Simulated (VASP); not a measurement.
Here is a VASP 6.6.1 calculation.

Contents of INCAR:

```
SYSTEM = NaCl
PREC = Accurate
ENCUT = 520
EDIFF = 1E-7
ISMEAR = 0
SIGMA = 0.013000000000000001
LREAL = .FALSE.
LASPH = .TRUE.
NELM = 60
ALGO = Normal
ISIF = 2
LWAVE = .FALSE.
LCHARG = .TRUE.
GGA = PE
LELF = .TRUE.
LVHAR = .TRUE.
NBANDS = 14
```

KPOINTS

```
Automatic mesh
0
G
  8 8 8
  0 0 0
```

The input POSCAR:

```
NaCl
1.0
    0.0000000000      2.7940632177      2.7940632177
    2.7940632177      0.0000000000      2.7940632177
    2.7940632177      2.7940632177      0.0000000000
Cl Na
1 1
Direct
    0.5000000000      0.5000000000      0.5000000000
    0.0000000000      0.0000000000      0.0000000000
```

Potentials or basis: VASP PAW PBE potentials, release 64 (Cl, Na_pv).

Run with:

```console
$ cat potpaw_PBE.64/Cl/POTCAR potpaw_PBE.64/Na_pv/POTCAR > POTCAR
$ mpirun -np 1 vasp_std > vasp.out
```

(1) What does it give for the band gap on the k mesh?

(2) Predict the pressure.

Results:

(1) 5.22 eV, direct.

(2) 1.5 GPa.
